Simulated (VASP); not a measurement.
A run of VASP 6.6.1 is set up as follows.

POSCAR

```
GaAs
1.0
    0.0000000000      2.8330850955      2.9464084993
    2.8330850955      0.0000000000      2.9464084993
    2.8330850955      2.8330850955      0.0000000000
Ga As
1 1
Direct
    0.0000000000      0.0000000000      0.0000000000
    0.2500000000      0.2500000000      0.2500000000
```

INCAR.step1

```
SYSTEM = GaAs
ALGO = Normal ; EDIFF = 1E-4
ENCUT = 520 ; GGA = PE
ISMEAR = -1 ; LASPH = .TRUE.
LCHARG = .FALSE. ; LREAL = .FALSE.
LWAVE = .TRUE. ; NBANDS = 16
NELM = 100 ; PREC = Accurate
SIGMA = 0.02
```

Contents of INCAR.step2:

```
SYSTEM = GaAs
ALGO = Normal ; EDIFF = 1E-6
ENCUT = 520 ; ISIF = 2
ISMEAR = -1 ; ISTART = 1
LASPH = .TRUE. ; LCHARG = .FALSE.
LMIXTAU = .TRUE. ; LREAL = .FALSE.
LWAVE = .FALSE. ; METAGGA = R2SCAN
NBANDS = 16 ; NELM = 100
PREC = Accurate ; SIGMA = 0.02
```

File KPOINTS:

```
k-points
0
G
  8 8 8
  0 0 0
```

Potentials or basis: VASP PAW PBE potentials, release 64 (Ga_d, As).

The run is started by

```sh
$ cat potpaw_PBE.64/Ga_d/POTCAR potpaw_PBE.64/As/POTCAR > POTCAR
$ cp INCAR.step1 INCAR
$ mpirun -np 1 vasp_std > vasp.out
$ cp INCAR.step2 INCAR
$ mpirun -np 1 vasp_std > vasp.out
```

**Question.** What does it give for the pressure?

**Answer.** -2.5 GPa.

**Question.** What does it give for the band gap on the k mesh?

**Answer.** 0.54 eV, direct.

Stress tensor (GPa, compression positive):
```
-1.61  0.00  0.00
 0.00 -1.61  0.00
 0.00  0.00 -4.38
```

Caveat: the cell differs from its parent crystal (uniaxial z strain +4.0%); the PAW data sets were made with another functional, which shifts forces and pressure a little.
